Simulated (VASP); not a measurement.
# GaAs (F-43m) in VASP: notebook, part 2 of 2

VASP 6.6.1. The steps go on from the part before.

**3. Relaxation of cell and atoms, PBE+D3(BJ)**

This run uses another cell than the first one, of 23.71 Å³/atom, 1.038 times its volume.

The input, INCAR:

```
ALGO = Normal ; EDIFF = 1E-6
EDIFFG = -0.005 ; ENCUT = 600
GGA = PE ; IBRION = 2
ISIF = 3 ; ISMEAR = 0
IVDW = 12 ; LASPH = T
LCHARG = F ; LREAL = F
LWAVE = F ; NELM = 100
NSW = 70 ; PREC = Accurate
SIGMA = 0.02
```

The input, KPOINTS:

```
k-points
0
Gamma
  12 12 12
```

The input, POSCAR:

```
GaAs
1.0
    0.0000000000      2.8726922825      2.8726922825
    2.8726922825      0.0000000000      2.8726922825
    2.8726922825      2.8726922825      0.0000000000
Ga As
1 1
Direct
    0.0000000000      0.0000000000      0.0000000000
    0.2500000000      0.2500000000      0.2500000000
```

Potentials or basis: VASP PAW PBE potentials, release 64 (Ga_d, As).

Launch:

```sh
$ cat potpaw_PBE.64/Ga_d/POTCAR potpaw_PBE.64/As/POTCAR > POTCAR
$ mpirun -np 1 vasp_std > vasp.out
```

OUTCAR:

```text
EDIFF = 1E-6
   EDIFFG = -0.005
   ENCUT = 600
   GGA = PE
   IBRION = 2
   ISIF = 3
   ISMEAR = 0
   IVDW = 12
   LASPH = T
   LREAL = F
   NELM = 100
   NSW = 70
   PREC = Accurate
 IVDW          = 12

 ion  position               nearest neighbor table
   1  0.000  0.000  0.000-   2 2.49   2 2.49   2 2.49   2 2.49
   2  0.250  0.250  0.250-   1 2.49   1 2.49   1 2.49   1 2.49

  LATTYP: Found a face centered cubic cell.
 ALAT       =     5.7453845650

  Lattice vectors:

 A1 = (   0.0000000000,   2.8726922825,   2.8726922825)
 A2 = (   2.8726922825,   0.0000000000,   2.8726922825)
 A3 = (   2.8726922825,   2.8726922825,   0.0000000000)

Analysis of symmetry for initial positions (statically):
=====================================================================
 Subroutine PRICEL returns:
 Original cell was already a primitive cell.

 Routine SETGRP: Setting up the symmetry group for a
 face centered cubic supercell.

 Subroutine GETGRP returns: Found 24 space group operations
 (whereof 24 operations were pure point group operations)
 out of a pool of 48 trial point group operations.

The static configuration has the point symmetry T_d .

Analysis of symmetry for dynamics (positions and initial velocities):
=====================================================================
 Subroutine PRICEL returns:
 Original cell was already a primitive cell.

 Routine SETGRP: Setting up the symmetry group for a
 face centered cubic supercell.

 Subroutine GETGRP returns: Found 24 space group operations
 (whereof 24 operations were pure point group operations)
 out of a pool of 48 trial point group operations.

The dynamic configuration has the point symmetry T_d .

 Subroutine INISYM returns: Found 24 space group operations
 (whereof 24 operations are pure point group operations),
 and found     1 'primitive' translations

----------------------------------------------------------------------------------------

                                     Primitive cell

  volume of cell :      47.4130

  direct lattice vectors                    reciprocal lattice vectors
     0.000000000  2.872692283  2.872692283    -0.174052753  0.174052753  0.174052753
[... 103 lines left out ...]
   IALGO  =     38    algorithm
   IMIX   =      4    mixing-type and parameters
     AMIX     =   0.40;   BMIX     =  1.00
     AMIX_MAG =   1.60;   BMIX_MAG =  1.00
  volume/ion in A,a.u.               =      23.71       159.98
  Fermi-wavevector in a.u.,A,eV,Ry     =   1.185404  2.240090 19.118686  1.405184
  Thomas-Fermi vector in A             =   2.321599
   LORBIT       =      0    0 simple, 1 ext, 2 COOP (PROOUT), +10 PAW based schemes
   GGA     = PE    functional components
   LHFCALC =     F    Hartree Fock is set to
   AEXX    =    0.0000 exact exchange contribution
   IVDW    =    12    specifies the selected vdW correction
   LEPSILON=     F    determine dielectric tensor
   LRPA    =     F    only Hartree local field effects (RPA)
 conjugate gradient relaxation of ions
 non-spin polarized calculation
 Gauss-broadening in eV      SIGMA  =   0.02
  energy-cutoff  :      600.00
  volume of cell :       47.41
 maximum number of plane-waves:      1604
   NGX = 17   NGY = 17   NGZ = 17

--------------------------------------- Ionic step        1  -------------------------------------------

 number of electron      17.9999996 magnetization

 Free energy of the ion-electron system (eV)
  ---------------------------------------------------
  ext. energy  EPLUGINS =         0.00000000
  ---------------------------------------------------
  free energy    TOTEN  =        -8.27609888 eV

  energy without entropy =       -8.27609888  energy(sigma->0) =       -8.27609888

------------------------ aborting loop because EDIFF is reached ----------------------------------------

 Edisp (eV)   -0.61663

 E8    (eV) :    -0.2750
[... 191 lines left out ...]
--------------------------------------- Ionic step        6  -------------------------------------------

 number of electron      18.0000009 magnetization

 Free energy of the ion-electron system (eV)
  ---------------------------------------------------
  ext. energy  EPLUGINS =         0.00000000
  ---------------------------------------------------
  free energy    TOTEN  =        -8.26409667 eV

  energy without entropy =       -8.26409667  energy(sigma->0) =       -8.26409667

 E-fermi :   3.9418     XC(G=0):  -9.5224

 val. band max:        3.7937411957   @ k =   0.0000   0.0000   0.0000
 cond. band min:       4.2043601420   @ k =   0.0000   0.0000   0.0000
 fundamental gap:      0.4106189464
 Fermi energy:         3.9418213550

 k-point     1 :       0.0000    0.0000    0.0000
  band No.  band energies     occupation
      1     -10.9866      2.00000
      2     -10.9866      2.00000
      3     -10.9866      2.00000
      4     -10.9110      2.00000
      5     -10.9110      2.00000
      6      -8.8272      2.00000
      7       3.7937      2.00000
      8       3.7937      2.00000
      9       3.7937      2.00000
     10       4.2044      0.00000
     11       7.5200      0.00000
     12       7.5200      0.00000
     13       7.5200      0.00000
[... 354 lines left out ...]
  band No.  band energies     occupation
      1     -11.0658      2.00000
      2     -10.9645      2.00000
      3     -10.9613      2.00000
      4     -10.9117      2.00000
      5     -10.9083      2.00000
      6      -6.9236      2.00000
      7      -2.6189      2.00000
      8       1.0171      2.00000
      9       2.3477      2.00000
     10       6.1121      0.00000
     11       8.3377      0.00000
     12       9.3175      0.00000
     13      11.6877      0.00000

 [... further k-points ...]

------------------------ aborting loop because EDIFF is reached ----------------------------------------

 Edisp (eV)   -0.63950

 E8    (eV) :    -0.2854
[... 25 lines left out ...]
  FREE ENERGIE OF THE ION-ELECTRON SYSTEM (eV)
  ---------------------------------------------------
  free  energy   TOTEN  =        -8.9035923987 eV

  energy  without entropy=       -8.9035923987  energy(sigma->0) =       -8.90359240

 reached required accuracy - stopping structural energy minimisation
```

CONTCAR:

```text
GaAs
   1.00000000000000
     0.0000000000000000    2.8407189763915883    2.8407189763915883
     2.8407189763915883    0.0000000000000000    2.8407189763915883
     2.8407189763915883    2.8407189763915883    0.0000000000000000
  Ga              As
     1     1
Direct
     0.0000000000000000    0.0000000000000000    0.0000000000000000
     0.2500000000000000    0.2500000000000000    0.2500000000000000

  0.00000000E+00  0.00000000E+00  0.00000000E+00
  0.00000000E+00  0.00000000E+00  0.00000000E+00
```

It took 78 s on 1 thread of Intel Xeon Platinum 8488C (Sapphire Rapids), shared host; peak memory 0.23 GiB.

Results:

* Free energy: -8.9036 eV
* Relaxed volume: 22.92 Å³/atom
* Relaxed cell: a = 4.017 Å, b = 4.017 Å, c = 4.017 Å, α = 60.00°, β = 60.00°, γ = 60.00°
* Space group after relaxing (to 0.05 Å): F-43m (No. 216)
* Energy gained by relaxing: 5.4 meV/atom
* Ionic steps: 6
* Pressure after relaxing: 0.0 GPa
* Band gap on the k mesh: 0.41 eV, direct
* Dispersion energy per atom: -0.320 eV

The path:
```tsv
step	energy change (eV)	largest force (eV/Å)	pressure (GPa)	volume (Å³)
1	0.0000	0.0000	-2.13	47.41
2	-0.0095	0.0000	0.80	45.28
3	-0.0109	0.0000	0.04	45.82
4	-0.0109	0.0000	-0.07	45.85
5	-0.0109	0.0000	-0.05	45.85
6	-0.0109	0.0000	0.01	45.85
```

Final structure:
```cif
data_structure
_symmetry_space_group_name_H-M 'P 1'
_symmetry_Int_Tables_number 1
_cell_length_a 4.0174
_cell_length_b 4.0174
_cell_length_c 4.0174
_cell_angle_alpha 60.000
_cell_angle_beta 60.000
_cell_angle_gamma 60.000
_cell_volume 45.85
loop_
_atom_site_label
_atom_site_type_symbol
_atom_site_fract_x
_atom_site_fract_y
_atom_site_fract_z
_atom_site_occupancy
Ga1 Ga 0.00000 0.00000 0.00000 1
As1 As 0.25000 0.25000 0.25000 1
```

Levels at points of the mesh, in eV from the valence-band top:
```
           k point  band 5  band 6  band 7  band 8  band 9  band 10  band 11  band 12  band 13
(0.00, 0.00, 0.00)  -14.70  -12.62    0.00    0.00    0.00     0.41     3.73     3.73     3.73
(0.50, 0.00, 0.00)  -14.70  -10.90   -6.56   -1.12   -1.12     0.96     4.63     4.63     7.74
(0.50, 0.50, 0.00)  -14.69  -10.18   -6.75   -2.63   -2.63     1.49     1.66    10.05    10.05
```

PBE gaps usually lie below the measured ones, often by a third to a half.
